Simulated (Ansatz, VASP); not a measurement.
## YTl: VASP beside Ansatz

```
Y Tl
1.0
     3.82602    0.00000    0.00000
     0.00000    3.82602    0.00000
     0.00000    0.00000    3.75100
Y Tl
1 1
Cartesian
  1.9130 1.9130 1.8755
  0.0000 0.0000 0.0000
```

Change from the starting cell: equal xx and yy strain of +2 %.

Alike in both runs: task single point; functional LDA; k mesh 11 × 11 × 11; occupations fermi-dirac, width 0.08 eV; no spin polarisation.

|  | VASP | Ansatz |
| --- | --- | --- |
| version | VASP 6.6.1 | Ansatz 0.2.0 |
| potentials or method | VASP PAW LDA potentials, release 64 (Y_sv, Tl_d), cutoff 520 eV | all-electron LAPW, scalar-relativistic |

Ansatz gave:

```
pressure (GPa)                                                : -5.0
traceless stress, the component that is largest in VASP (GPa) : 0.16
```

Question: Estimate VASP's values.

Answer: Pressure (GPa): -4.9; traceless stress, the component that is largest in VASP (GPa): 0.16.

LDA's correlation is that of Perdew and Zunger in VASP and of Perdew and Wang (1992) in Ansatz. Ansatz ran all-electron here, and VASP with PAW potentials.

Neither program's run includes spin-orbit coupling.
